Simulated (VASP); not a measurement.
# Si in VASP: a series of runs

Runs on Si. Level: LDA. Tasks: single point.

Everything below comes from runs of VASP 6.6.1. Logs are shortened: lines on timing, memory, paths and dates and some standing lists are left out, and cuts for length are marked.

## 1. The cell of the first run

The cell holds a slab with vacuum, 2 atoms: a = 3.954 Å, b = 3.954 Å, c = 28.000 Å, α = 90.00°, β = 90.00°, γ = 120.00°.

## 2. Single point, LDA

The input, INCAR:

```
PREC = Accurate ; ENCUT = 520
EDIFF = 1E-7 ; ISMEAR = 0
SIGMA = 0.1 ; LREAL = F
LASPH = T ; NELM = 100
ALGO = Normal ; ISIF = 2
LWAVE = F ; LCHARG = F
LDIPOL = T ; IDIPOL = 3
DIPOL = 0.5 0.5 0.500 ; NBANDS = 11
```

The input, KPOINTS:

```
regular mesh
0
Gamma
  15 15 1
```

The input, POSCAR:

```
Si
1.0
    3.9540000000      0.0000000000      0.0000000000
   -1.9770000000      3.4242644466      0.0000000000
    0.0000000000      0.0000000000     28.0000000000
Si
2
Direct
    0.3333333333      0.6666666667      0.5076607143
    0.6666666667      0.3333333333      0.4923392857
```

Potentials or basis: VASP PAW LDA potentials, release 64 (Si).

Launch:

```bash
$ cat potpaw_LDA.64/Si/POTCAR > POTCAR
$ mpirun -np 1 vasp_std > vasp.out
```

OUTCAR:

```text
PREC = Accurate
   ENCUT = 520
   EDIFF = 1E-7
   ISMEAR = 0
   LREAL = F
   LASPH = T
   NELM = 100
   ISIF = 2

 ion  position               nearest neighbor table
   1  0.333  0.667  0.508-   2 2.32   2 2.32   2 2.32
   2  0.667  0.333  0.492-   1 2.32   1 2.32   1 2.32

  LATTYP: Found a hexagonal cell.
 ALAT       =     3.9540000000
 C/A-ratio  =     7.0814365200

  Lattice vectors:

 A1 = (   3.9540000000,   0.0000000000,   0.0000000000)
 A2 = (  -1.9770000000,   3.4242644466,   0.0000000000)
 A3 = (   0.0000000000,   0.0000000000,  28.0000000000)

Analysis of symmetry for initial positions (statically):
=====================================================================
 Subroutine PRICEL returns:
 Original cell was already a primitive cell.

 Routine SETGRP: Setting up the symmetry group for a
 hexagonal supercell.

 Subroutine GETGRP returns: Found 12 space group operations
 (whereof 12 operations were pure point group operations)
 out of a pool of 24 trial point group operations.

The static configuration has the point symmetry D_3d.

Analysis of symmetry for dynamics (positions and initial velocities):
=====================================================================
 Subroutine PRICEL returns:
 Original cell was already a primitive cell.

 Routine SETGRP: Setting up the symmetry group for a
 hexagonal supercell.

 Subroutine GETGRP returns: Found 12 space group operations
 (whereof 12 operations were pure point group operations)
 out of a pool of 24 trial point group operations.

The dynamic configuration has the point symmetry D_3d.

 Subroutine INISYM returns: Found 12 space group operations
 (whereof 12 operations are pure point group operations),
 and found     1 'primitive' translations

----------------------------------------------------------------------------------------

                                     Primitive cell

  volume of cell :     379.1072

  direct lattice vectors                    reciprocal lattice vectors
     3.954000000  0.000000000  0.000000000     0.252908447  0.146016760  0.000000000
    -1.977000000  3.424264447  0.000000000     0.000000000  0.292033520  0.000000000
     0.000000000  0.000000000 28.000000000     0.000000000  0.000000000  0.035714286

  length of vectors
     3.954000000  3.954000000 28.000000000     0.292033520  0.292033520  0.035714286

  position of ions in fractional coordinates (direct lattice)
     0.333333333  0.666666667  0.507660714
     0.666666667  0.333333333  0.492339286

  ion indices of the primitive-cell ions
   primitive index   ion index
                 1           1
                 2           2

----------------------------------------------------------------------------------------

 KPOINTS: regular mesh

Automatic generation of k-mesh.
 Grid dimensions read from file:
 generate k-points for:   15   15    1

 Generating k-lattice:

  Cartesian coordinates                     Fractional coordinates (reciprocal lattice)
     0.016860563  0.009734451  0.000000000     0.066666667 -0.000000000  0.000000000
     0.000000000  0.019468901  0.000000000     0.000000000  0.066666667  0.000000000
     0.000000000  0.000000000  0.035714286     0.000000000  0.000000000  1.000000000

  Length of vectors
     0.019468901  0.019468901  0.035714286

  Shift w.r.t. Gamma in fractional coordinates (k-lattice)
     0.000000000  0.000000000  0.000000000

 Subroutine IBZKPT returns following result:
 ===========================================

 Found     27 irreducible k-points:

 Following reciprocal coordinates:
            Coordinates               Weight
  0.000000  0.000000  0.000000      1.000000
  0.066667  0.000000  0.000000      6.000000
  0.133333  0.000000  0.000000      6.000000
  0.200000  0.000000  0.000000      6.000000
  0.266667  0.000000  0.000000      6.000000
  0.333333  0.000000  0.000000      6.000000
[... 16 lines left out ...]
  0.333333  0.200000  0.000000     12.000000
  0.400000  0.200000  0.000000      6.000000
 [... further k-points ...]
   k-points           NKPTS =     27   k-points in BZ     NKDIM =     27   number of bands    NBANDS=     11
   number of dos      NEDOS =    301   number of ions     NIONS =      2
   total plane-waves  NPLWV = 189000
   dimension x,y,z NGX =    30 NGY =   30 NGZ =  210
   dimension x,y,z NGXF=    60 NGYF=   60 NGZF=  420
   ions per type =               2
   NGX,Y,Z   is equivalent  to a cutoff of  12.61, 12.61, 12.47 a.u.
   NGXF,Y,Z  is equivalent  to a cutoff of  25.23, 25.23, 24.94 a.u.
 SYSTEM =  unknown system
   PREC   = accura    normal or accurate (medium, high low for compatibility)
   ISTART =      0    job   : 0-new  1-cont  2-samecut
   ICHARG =      2    charge: 1-file 2-atom 10-const
   ISPIN  =      1    spin polarized calculation?
   LNONCOLLINEAR =      F non collinear calculations
   LSORBIT =      F    spin-orbit coupling
   LASPH  =      T    aspherical Exc in radial PAW
   ENCUT  =  520.0 eV  38.22 Ry    6.18 a.u.   7.35  7.35 52.06*2*pi/ulx,y,z
   NELM   =    100;   NELMIN=  2; NELMDL= -5     # of ELM steps
   EDIFF  = 0.1E-06   stopping-criterion for ELM
   LREAL  =      F    real-space projection
   EDIFFG = 0.1E-05   stopping-criterion for IOM
   NSW    =      0    number of steps for IOM
   IBRION =     -1    ionic relax: 0-MD 1-quasi-New 2-CG
   NFREE  =      0    steps in history (QN), initial steepest desc. (CG)
   ISIF   =      2    stress and relaxation
   ISYM   =      2    0-nonsym 1-usesym 2-fastsym
   POTIM  = 0.5000    time-step for ionic-motion
   TEBEG  =    0.0;   TEEND  =   0.0 temperature during run
   PSTRESS=    0.0 pullay stress
   NELECT =       8.0000    total number of electrons
   NUPDOWN=      -1.0000    fix difference up-down
   EMIN   =  10.00;   EMAX   =-10.00  energy-range for DOS
   EFERMI =   0.00;   METHOD = LEGACY
   ISMEAR =     0;   SIGMA  =   0.10  broadening in eV -4-tet -1-fermi 0-gaus
   EFERMI_NEDOS =   21; number of points for ismear=-14 and -15
   IALGO  =     38    algorithm
   IMIX   =      4    mixing-type and parameters
     AMIX     =   0.40;   BMIX     =  1.00
     AMIX_MAG =   1.60;   BMIX_MAG =  1.00
  volume/ion in A,a.u.               =     189.55      1279.17
  Fermi-wavevector in a.u.,A,eV,Ry     =   0.452395  0.854902  2.784581  0.204661
  Thomas-Fermi vector in A             =   1.434210
   LORBIT       =      0    0 simple, 1 ext, 2 COOP (PROOUT), +10 PAW based schemes
   GGA     = CA    functional components
   LHFCALC =     F    Hartree Fock is set to
   AEXX    =    0.0000 exact exchange contribution
   IVDW    =     0    specifies the selected vdW correction
   LEPSILON=     F    determine dielectric tensor
   LRPA    =     F    only Hartree local field effects (RPA)
 non-spin polarized calculation
 Gauss-broadening in eV      SIGMA  =   0.10
  energy-cutoff  :      520.00
  volume of cell :      379.11
 maximum number of plane-waves:     10299
 NGX is ok and might be reduce to    30
   NGX = 15   NGY = 15   NGZ =105

 dipolmoment           0.000000      0.000000      0.000000 electrons x Angstroem

 number of electron       7.9999999 magnetization

 dipolmoment           0.000000      0.000000     -0.000000 electrons x Angstroem

 Free energy of the ion-electron system (eV)
  ---------------------------------------------------
  ext. energy  EPLUGINS =         0.00000000
  ---------------------------------------------------
  free energy    TOTEN  =       -10.32253207 eV

  energy without entropy =      -10.32152906  energy(sigma->0) =      -10.32203057

 E-fermi :  -3.6526     XC(G=0):  -1.5599

 val. band max:       -4.0758486439   @ k =   0.3333   0.2667   0.0000
 cond. band min:      -3.6526074886   @ k =   0.3333   0.3333   0.0000
 fundamental gap:      0.4232411553
 Fermi energy:        -3.6526074899

 k-point     1 :       0.0000    0.0000    0.0000
  band No.  band energies     occupation
      1     -14.5006      2.00000
      2      -6.6751      2.00000
      3      -5.0101      2.00000
      4      -5.0101      2.00000
      5      -2.5057      0.00000
      6      -1.0117      0.00000
      7      -0.8502      0.00000
      8      -0.8502      0.00000
      9       0.8884      0.00000
     10       1.1708      0.00000
     11       1.5456      0.00000

 k-point     2 :       0.0667    0.0000    0.0000
  band No.  band energies     occupation
      1     -14.4515      2.00000
      2      -6.6481      2.00000
      3      -5.4383      2.00000
      4      -5.0974      2.00000
      5      -2.1377      0.00000
      6      -0.9812      0.00000
      7      -0.8629      0.00000
      8      -0.6675      0.00000
      9       0.9434      0.00000
     10       1.2200      0.00000
     11       1.5507      0.00000

 k-point     3 :       0.1333    0.0000    0.0000
  band No.  band energies     occupation
      1     -14.3049      2.00000
      2      -6.7169      2.00000
      3      -6.1322      2.00000
      4      -5.3165      2.00000
      5      -1.8193      0.00000
      6      -0.9084      0.00000
      7      -0.4962      0.00000
      8      -0.1642      0.00000
      9       1.1061      0.00000
     10       1.2746      0.00000
     11       1.5035      0.00000
[... 267 lines left out ...]
 k-point    23 :       0.3333    0.2000    0.0000
  band No.  band energies     occupation
      1     -12.3244      2.00000
      2     -10.5754      2.00000
      3      -7.4843      2.00000
      4      -4.4930      2.00000
      5      -2.8714      0.00000
      6      -0.5213      0.00000
      7       0.8550      0.00000
      8       1.9837      0.00000
      9       2.1056      0.00000
     10       3.6637      0.00000
     11       3.8079      0.00000

 k-point    24 :       0.4000    0.2000    0.0000
  band No.  band energies     occupation
      1     -12.0574      2.00000
      2     -10.8972      2.00000
      3      -7.5574      2.00000
      4      -4.2435      2.00000
      5      -3.1560      0.00000
      6      -0.5623      0.00000
      7       0.7715      0.00000
      8       2.4407      0.00000
      9       2.7029      0.00000
     10       3.6376      0.00000
     11       3.9426      0.00000

 [... further k-points ...]

------------------------ aborting loop because EDIFF is reached ----------------------------------------

 vacuum level on the upper side and lower side of the slab       (xc-potential included)        -0.013        -0.013

  FORCE on cell =-STRESS in cart. coord.  units (eV):
  Direction    XX          YY          ZZ          XY          YZ          ZX
  --------------------------------------------------------------------------------------
  -------------------------------------------------------------------------------------
  Total       -2.6250325     -2.6250325     -0.0734094      0.0000000      0.0000000      0.0000000
  in kB      -11.0938752    -11.0938752     -0.3102420      0.0000000      0.0000000      0.0000000
  external PRESSURE =      -7.4993308 kB  Pullay stress =       0.0000000 kB

 VOLUME and BASIS-vectors are now :
 -----------------------------------------------------------------------------
  energy-cutoff  :      520.00
  volume of cell :      379.11
      direct lattice vectors                 reciprocal lattice vectors
     3.954000000  0.000000000  0.000000000     0.252908447  0.146016760  0.000000000
    -1.977000000  3.424264447  0.000000000     0.000000000  0.292033520  0.000000000
     0.000000000  0.000000000 28.000000000     0.000000000  0.000000000  0.035714286

 POSITION                                       TOTAL-FORCE (eV/Angst)
 -----------------------------------------------------------------------------------
     -0.00000      2.28284     14.21450         0.000000     -0.000000     -0.162729
      1.97700      1.14142     13.78550        -0.000000      0.000000      0.162729
 -----------------------------------------------------------------------------------
    total drift:                               -0.000000     -0.000000     -0.000000

  FREE ENERGIE OF THE ION-ELECTRON SYSTEM (eV)
  ---------------------------------------------------
  free  energy   TOTEN  =       -10.3225320672 eV

  energy  without entropy=      -10.3215290632  energy(sigma->0) =      -10.32203057

 vacuum level on the upper side and lower side of the slab         1.149         1.149
```

Run time: 3.4 min. Hardware: 1 thread of Intel Xeon 6975P-C, shared host; peak memory 0.37 GiB.

What came out:

```
Free energy            : -10.3225 eV
Largest force          : 0.163 eV/Å
Band gap on the k mesh : zero (filled and empty bands touch)
```

Forces in eV/Å, atoms in the order of the input:
```
Si   0.000  0.000 -0.163
Si   0.000  0.000  0.163
```

[end of part 1 of 2]
